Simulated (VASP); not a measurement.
# RbBi3O (Pm-3m) in VASP: single point with PBE

Aim: the single point of RbBi3O with PBE.

Everything below comes from runs of VASP 6.6.1. Logs are shortened: lines on timing, memory, paths and dates and some standing lists are left out, and cuts for length are marked.

## Step 1: The cell of the first run

The structure is cubic, space group Pm-3m (No. 221). The conventional cell has a = 5.293 Å, b = 5.293 Å, c = 5.293 Å, α = 90.00°, β = 90.00°, γ = 90.00°. Within 4.9 Å of Rb (site symmetry m-3m) lie 12 Bi at 3.74 Å and 8 O at 4.58 Å. Within 3.5 Å of Bi (site symmetry 4/mmm) lie 2 O at 2.65 Å. O (site symmetry m-3m) has 6 Bi at 2.65 Å within 3.5 Å.

## Step 2: Single point, PBE

Contents of INCAR:

```
PREC     = Accurate       # precision mode
ENCUT    = 520            # plane-wave cutoff, eV
EDIFF    = 1E-6           # SCF threshold, eV
ISMEAR   = 0              # smearing method
SIGMA    = 0.1            # smearing width, eV
LREAL    = F              # projectors in reciprocal space
LASPH    = T              # aspherical terms in the spheres
NELM     = 60             # most SCF steps
ALGO     = Normal         # electronic algorithm
ISIF     = 2              # what is computed and relaxed
LWAVE    = F              # write WAVECAR
LCHARG   = F              # write CHGCAR
GGA      = PE             # functional
NBANDS   = 38             # bands
```

Contents of KPOINTS:

```
Automatic mesh
0
Gamma
  4 4 4
```

Contents of POSCAR:

```
RbBi3O
1.0
    5.2925665700      0.0000000000      0.0000000000
    0.0000000000      5.2925665700      0.0000000000
    0.0000000000      0.0000000000      5.2925665700
Rb Bi O
1 3 1
Direct
    0.0000000000      0.0000000000      0.0000000000
    0.0000000000      0.5000000000      0.5000000000
    0.5000000000      0.5000000000      0.0000000000
    0.5000000000      0.0000000000      0.5000000000
    0.5000000000      0.5000000000      0.5000000000
```

Potentials or basis: VASP PAW PBE potentials, release 64 (Rb_sv, Bi_d, O).

The run is started by

```bash
cat potpaw_PBE.64/Rb_sv/POTCAR potpaw_PBE.64/Bi_d/POTCAR potpaw_PBE.64/O/POTCAR > POTCAR
mpirun -np 1 vasp_std > vasp.out
```

OUTCAR:

```text
PREC = Accurate
   ENCUT = 520
   EDIFF = 1E-6
   ISMEAR = 0
   LREAL = F
   LASPH = T
   NELM = 60
   ISIF = 2
   GGA = PE

 ion  position               nearest neighbor table
   1  0.000  0.000  0.000-   2 3.74   3 3.74   4 3.74   2 3.74   4 3.74   2 3.74   3 3.74   2 3.74
                             3 3.74   4 3.74   4 3.74   3 3.74
   2  0.000  0.500  0.500-   5 2.65   5 2.65   4 3.74   1 3.74   1 3.74   3 3.74   1 3.74   4 3.74
                             1 3.74   3 3.74   4 3.74   3 3.74   3 3.74   4 3.74
   3  0.500  0.500  0.000-   5 2.65   5 2.65   4 3.74   1 3.74   2 3.74   4 3.74   2 3.74   1 3.74
                             4 3.74   4 3.74   1 3.74   2 3.74   2 3.74   1 3.74
   4  0.500  0.000  0.500-   5 2.65   5 2.65   3 3.74   1 3.74   1 3.74   3 3.74   2 3.74   3 3.74
                             2 3.74   3 3.74   1 3.74   2 3.74   1 3.74   2 3.74
   5  0.500  0.500  0.500-   2 2.65   3 2.65   4 2.65   3 2.65   4 2.65   2 2.65

  LATTYP: Found a simple cubic cell.
 ALAT       =     5.2925665700

  Lattice vectors:

 A1 = (   5.2925665700,   0.0000000000,   0.0000000000)
 A2 = (   0.0000000000,   5.2925665700,   0.0000000000)
 A3 = (   0.0000000000,   0.0000000000,   5.2925665700)

Analysis of symmetry for initial positions (statically):
=====================================================================
 Subroutine PRICEL returns:
 Original cell was already a primitive cell.

 Routine SETGRP: Setting up the symmetry group for a
 simple cubic supercell.

 Subroutine GETGRP returns: Found 48 space group operations
 (whereof 48 operations were pure point group operations)
 out of a pool of 48 trial point group operations.

The static configuration has the point symmetry O_h .

Analysis of symmetry for dynamics (positions and initial velocities):
=====================================================================
 Subroutine PRICEL returns:
 Original cell was already a primitive cell.

 Routine SETGRP: Setting up the symmetry group for a
 simple cubic supercell.

 Subroutine GETGRP returns: Found 48 space group operations
 (whereof 48 operations were pure point group operations)
 out of a pool of 48 trial point group operations.

The dynamic configuration has the point symmetry O_h .

 Subroutine INISYM returns: Found 48 space group operations
 (whereof 48 operations are pure point group operations),
 and found     1 'primitive' translations

----------------------------------------------------------------------------------------

                                     Primitive cell

  volume of cell :     148.2515

  direct lattice vectors                    reciprocal lattice vectors
     5.292566570  0.000000000  0.000000000     0.188944246  0.000000000  0.000000000
     0.000000000  5.292566570  0.000000000     0.000000000  0.188944246  0.000000000
     0.000000000  0.000000000  5.292566570     0.000000000  0.000000000  0.188944246

  length of vectors
     5.292566570  5.292566570  5.292566570     0.188944246  0.188944246  0.188944246

  position of ions in fractional coordinates (direct lattice)
     0.000000000  0.000000000  0.000000000
     0.000000000  0.500000000  0.500000000
     0.500000000  0.500000000  0.000000000
     0.500000000  0.000000000  0.500000000
     0.500000000  0.500000000  0.500000000

  ion indices of the primitive-cell ions
   primitive index   ion index
                 1           1
                 2           2
                 3           3
                 4           4
                 5           5

----------------------------------------------------------------------------------------

 KPOINTS: Automatic mesh

Automatic generation of k-mesh.
 Grid dimensions read from file:
 generate k-points for:    4    4    4

 Generating k-lattice:

  Cartesian coordinates                     Fractional coordinates (reciprocal lattice)
     0.047236062  0.000000000  0.000000000     0.250000000  0.000000000  0.000000000
     0.000000000  0.047236062  0.000000000     0.000000000  0.250000000  0.000000000
     0.000000000  0.000000000  0.047236062     0.000000000  0.000000000  0.250000000

  Length of vectors
     0.047236062  0.047236062  0.047236062

  Shift w.r.t. Gamma in fractional coordinates (k-lattice)
     0.000000000  0.000000000  0.000000000

 Subroutine IBZKPT returns following result:
 ===========================================

 Found     10 irreducible k-points:

 Following reciprocal coordinates:
            Coordinates               Weight
  0.000000  0.000000  0.000000      1.000000
  0.250000  0.000000  0.000000      6.000000
  0.500000  0.000000  0.000000      3.000000
  0.250000  0.250000  0.000000     12.000000
  0.500000  0.250000  0.000000     12.000000
  0.500000  0.500000  0.000000      3.000000
  0.250000  0.250000  0.250000      8.000000
  0.500000  0.250000  0.250000     12.000000
  0.500000  0.500000  0.250000      6.000000
  0.500000  0.500000  0.500000      1.000000
   k-points           NKPTS =     10   k-points in BZ     NKDIM =     10   number of bands    NBANDS=     38
   number of dos      NEDOS =    301   number of ions     NIONS =      5
   total plane-waves  NPLWV =  64000
   dimension x,y,z NGX =    40 NGY =   40 NGZ =   40
   dimension x,y,z NGXF=    80 NGYF=   80 NGZF=   80
   ions per type =               1   3   1
   NGX,Y,Z   is equivalent  to a cutoff of  12.56, 12.56, 12.56 a.u.
   NGXF,Y,Z  is equivalent  to a cutoff of  25.13, 25.13, 25.13 a.u.
 SYSTEM =  unknown system
   PREC   = accura    normal or accurate (medium, high low for compatibility)
   ISTART =      0    job   : 0-new  1-cont  2-samecut
   ICHARG =      2    charge: 1-file 2-atom 10-const
   ISPIN  =      1    spin polarized calculation?
   LNONCOLLINEAR =      F non collinear calculations
   LSORBIT =      F    spin-orbit coupling
   LASPH  =      T    aspherical Exc in radial PAW
   ENCUT  =  520.0 eV  38.22 Ry    6.18 a.u.   9.84  9.84  9.84*2*pi/ulx,y,z
   NELM   =     60;   NELMIN=  2; NELMDL= -5     # of ELM steps
   EDIFF  = 0.1E-05   stopping-criterion for ELM
   LREAL  =      F    real-space projection
   EDIFFG = 0.1E-04   stopping-criterion for IOM
   NSW    =      0    number of steps for IOM
   IBRION =     -1    ionic relax: 0-MD 1-quasi-New 2-CG
   NFREE  =      0    steps in history (QN), initial steepest desc. (CG)
   ISIF   =      2    stress and relaxation
   ISYM   =      2    0-nonsym 1-usesym 2-fastsym
   POTIM  = 0.5000    time-step for ionic-motion
   TEBEG  =    0.0;   TEEND  =   0.0 temperature during run
   PSTRESS=    0.0 pullay stress
   NELECT =      60.0000    total number of electrons
   NUPDOWN=      -1.0000    fix difference up-down
   EMIN   =  10.00;   EMAX   =-10.00  energy-range for DOS
   EFERMI =   0.00;   METHOD = LEGACY
   ISMEAR =     0;   SIGMA  =   0.10  broadening in eV -4-tet -1-fermi 0-gaus
   EFERMI_NEDOS =   21; number of points for ismear=-14 and -15
   IALGO  =     38    algorithm
   IMIX   =      4    mixing-type and parameters
     AMIX     =   0.40;   BMIX     =  1.00
     AMIX_MAG =   1.60;   BMIX_MAG =  1.00
  volume/ion in A,a.u.               =      29.65       200.09
  Fermi-wavevector in a.u.,A,eV,Ry     =   1.210948  2.288360 19.951524  1.466396
  Thomas-Fermi vector in A             =   2.346479
   LORBIT       =      0    0 simple, 1 ext, 2 COOP (PROOUT), +10 PAW based schemes
   GGA     = PE    functional components
   LHFCALC =     F    Hartree Fock is set to
   AEXX    =    0.0000 exact exchange contribution
   IVDW    =     0    specifies the selected vdW correction
   LEPSILON=     F    determine dielectric tensor
   LRPA    =     F    only Hartree local field effects (RPA)
 non-spin polarized calculation
 Gauss-broadening in eV      SIGMA  =   0.10
  energy-cutoff  :      520.00
  volume of cell :      148.25
 maximum number of plane-waves:      4032
 NGX is ok and might be reduce to    40
   NGX = 19   NGY = 19   NGZ = 19

 number of electron      60.0000029 magnetization

 Free energy of the ion-electron system (eV)
  ---------------------------------------------------
  ext. energy  EPLUGINS =         0.00000000
  ---------------------------------------------------
  free energy    TOTEN  =       -18.32241194 eV

  energy without entropy =      -18.29131899  energy(sigma->0) =      -18.30686546

 E-fermi :   4.6737     XC(G=0):  -9.4484

 val. band max:        4.6295791775   @ k =   0.2500   0.2500   0.0000
 cond. band min:       4.6785051751   @ k =   0.2500   0.2500   0.0000
 fundamental gap:      0.0489259975
 Fermi energy:         4.6736656899

 k-point     1 :       0.0000    0.0000    0.0000
  band No.  band energies     occupation
      1     -21.6665      2.00000
      2     -18.0067      2.00000
      3     -17.9257      2.00000
      4     -17.9257      2.00000
      5     -17.9257      2.00000
      6     -17.8682      2.00000
[... 30 lines left out ...]
     37       9.4433      0.00000
     38       9.4474      0.00000

 k-point     2 :       0.2500    0.0000    0.0000
  band No.  band energies     occupation
      1     -21.6656      2.00000
      2     -17.9872      2.00000
      3     -17.9251      2.00000
      4     -17.9101      2.00000
      5     -17.9101      2.00000
      6     -17.8785      2.00000
[... 30 lines left out ...]
     37       9.6772      0.00000
     38       9.9287      0.00000

 k-point     3 :       0.5000    0.0000    0.0000
  band No.  band energies     occupation
      1     -21.6647      2.00000
      2     -17.9619      2.00000
      3     -17.9246      2.00000
      4     -17.8944      2.00000
      5     -17.8721      2.00000
      6     -17.8721      2.00000
[... 30 lines left out ...]
     37      10.0647      0.00000
     38      10.7759      0.00000

 k-point     4 :       0.2500    0.2500    0.0000
  band No.  band energies     occupation
      1     -21.6650      2.00000
      2     -17.9691      2.00000
      3     -17.9129      2.00000
      4     -17.9067      2.00000
      5     -17.9009      2.00000
      6     -17.8835      2.00000
[... 30 lines left out ...]
     37      10.3239      0.00000
     38      10.4147      0.00000

 k-point     5 :       0.5000    0.2500    0.0000
  band No.  band energies     occupation
      1     -21.6643      2.00000
      2     -17.9446      2.00000
      3     -17.9102      2.00000
      4     -17.9004      2.00000
      5     -17.8842      2.00000
      6     -17.8717      2.00000
[... 30 lines left out ...]
     37      10.5659      0.00000
     38      10.8204      0.00000

 k-point     6 :       0.5000    0.5000    0.0000
  band No.  band energies     occupation
      1     -21.6638      2.00000
      2     -17.9150      2.00000
      3     -17.9053      2.00000
      4     -17.9053      2.00000
      5     -17.8840      2.00000
      6     -17.8712      2.00000
[... 30 lines left out ...]
     37      11.1249      0.00000
     38      11.5935      0.00000

 k-point     7 :       0.2500    0.2500    0.2500
  band No.  band energies     occupation
      1     -21.6645      2.00000
      2     -17.9546      2.00000
      3     -17.9020      2.00000
      4     -17.9007      2.00000
      5     -17.9007      2.00000
      6     -17.8814      2.00000
[... 30 lines left out ...]
     37       9.8693      0.00000
     38       9.8693      0.00000

 k-point     8 :       0.5000    0.2500    0.2500
  band No.  band energies     occupation
      1     -21.6640      2.00000
      2     -17.9341      2.00000
      3     -17.9056      2.00000
      4     -17.8976      2.00000
      5     -17.8932      2.00000
      6     -17.8713      2.00000
[... 30 lines left out ...]
     37      10.5937      0.00000
     38      10.9073      0.00000

 k-point     9 :       0.5000    0.5000    0.2500
  band No.  band energies     occupation
      1     -21.6638      2.00000
      2     -17.9148      2.00000
      3     -17.9103      2.00000
      4     -17.9103      2.00000
      5     -17.8743      2.00000
      6     -17.8707      2.00000
[... 30 lines left out ...]
     37      11.1706      0.00000
     38      11.2898      0.00000

 k-point    10 :       0.5000    0.5000    0.5000
  band No.  band energies     occupation
      1     -21.6637      2.00000
      2     -17.9148      2.00000
      3     -17.9148      2.00000
      4     -17.9148      2.00000
      5     -17.8705      2.00000
      6     -17.8705      2.00000
[... 30 lines left out ...]
     37      10.6420      0.00000
     38      10.6420      0.00000

------------------------ aborting loop because EDIFF is reached ----------------------------------------

  FORCE on cell =-STRESS in cart. coord.  units (eV):
  Direction    XX          YY          ZZ          XY          YZ          ZX
  --------------------------------------------------------------------------------------
  -------------------------------------------------------------------------------------
  Total       -2.0338820     -2.0338820     -2.0338820     -0.0000000     -0.0000000      0.0000000
  in kB      -21.9804892    -21.9804892    -21.9804892     -0.0000000     -0.0000000      0.0000000
  external PRESSURE =     -21.9804892 kB  Pullay stress =       0.0000000 kB

 VOLUME and BASIS-vectors are now :
 -----------------------------------------------------------------------------
  energy-cutoff  :      520.00
  volume of cell :      148.25
      direct lattice vectors                 reciprocal lattice vectors
     5.292566570  0.000000000  0.000000000     0.188944246  0.000000000  0.000000000
     0.000000000  5.292566570  0.000000000     0.000000000  0.188944246  0.000000000
     0.000000000  0.000000000  5.292566570     0.000000000  0.000000000  0.188944246

 POSITION                                       TOTAL-FORCE (eV/Angst)
 -----------------------------------------------------------------------------------
      0.00000      0.00000      0.00000         0.000000      0.000000      0.000000
      0.00000      2.64628      2.64628         0.000000      0.000000      0.000000
      2.64628      2.64628      0.00000         0.000000      0.000000      0.000000
      2.64628      0.00000      2.64628         0.000000      0.000000      0.000000
      2.64628      2.64628      2.64628         0.000000      0.000000      0.000000
 -----------------------------------------------------------------------------------
    total drift:                               -0.000000     -0.000000     -0.000000

  FREE ENERGIE OF THE ION-ELECTRON SYSTEM (eV)
  ---------------------------------------------------
  free  energy   TOTEN  =       -18.3224119378 eV

  energy  without entropy=      -18.2913189885  energy(sigma->0) =      -18.30686546
```

Run time: 33 s. Hardware: 1 thread of Intel Xeon Platinum 8488C (Sapphire Rapids), shared host; peak memory 0.25 GiB.

What came out:

```
Free energy            : -18.3224 eV
Pressure               : -2.2 GPa
Band gap on the k mesh : zero (band 30 reaches 5.51 eV, above the bottom of band 31 at 4.46 eV)
```

Levels at points of the mesh, in eV from the Fermi level:
| k point | band 27 | band 28 | band 29 | band 30 | band 31 | band 32 | band 33 | band 34 |
| --- | --- | --- | --- | --- | --- | --- | --- | --- |
| (0.00, 0.00, 0.00) | -0.08 | -0.08 | -0.08 | 0.82 | 0.82 | 0.82 | 3.73 | 3.82 |
| (0.50, 0.00, 0.00) | -0.95 | -0.50 | -0.22 | -0.22 | -0.06 | -0.06 | 1.15 | 4.15 |
| (0.50, 0.50, 0.00) | -2.04 | -0.54 | -0.54 | -0.17 | -0.16 | -0.16 | 2.81 | 2.87 |
| (0.50, 0.50, 0.50) | -1.99 | -1.99 | -1.99 | -1.42 | 2.91 | 2.91 | 3.15 | 3.15 |

Caveat: spin-orbit coupling is left out, which moves the levels of the heavy elements.
